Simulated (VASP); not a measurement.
Input of a VASP 6.6.1 run:

File INCAR:

```
SYSTEM = Lu
ALGO     = Normal         ! electronic algorithm
EDIFF    = 1E-6           ! SCF threshold, eV
ENCUT    = 520            ! plane-wave cutoff, eV
GGA      = PE             ! functional
GGA_COMPAT= .FALSE.      
ISIF     = 2              ! what is computed and relaxed
ISMEAR   = 0              ! smearing method
LASPH    = .TRUE.         ! aspherical terms in the spheres
LCHARG   = .FALSE.        ! write CHGCAR
LORBIT   = 11             ! projections on sites
LORBMOM  = .TRUE.       
LREAL    = .FALSE.        ! projectors in reciprocal space
LSORBIT  = .TRUE.         ! spin-orbit coupling
LWAVE    = .FALSE.        ! write WAVECAR
MAGMOM   = 0 0 0          ! initial moments
NBANDS   = 36             ! bands
NELM     = 150            ! most SCF steps
PREC     = Accurate       ! precision mode
SIGMA    = 0.05           ! smearing width, eV
```

Contents of KPOINTS:

```
k-points
0
G
  16 16 16
  0 0 0
```

Contents of POSCAR:

```
Lu
1.0
    0.0000000000      2.4295136570      2.4295136570
    2.4295136570      0.0000000000      2.4295136570
    2.4295136570      2.4295136570      0.0000000000
Lu
1
Direct
    0.0000000000      0.0000000000      0.0000000000
```

Potentials or basis: VASP PAW PBE potentials, release 64 (Lu).

Run with:

```bash
$ cat potpaw_PBE.64/Lu/POTCAR > POTCAR
$ mpirun -np 1 vasp_ncl > vasp.out
```

(1) Predict the net moment.

(2) Predict the pressure.

Answers

(1) 0.00 μB per cell.

(2) 0.0 GPa.
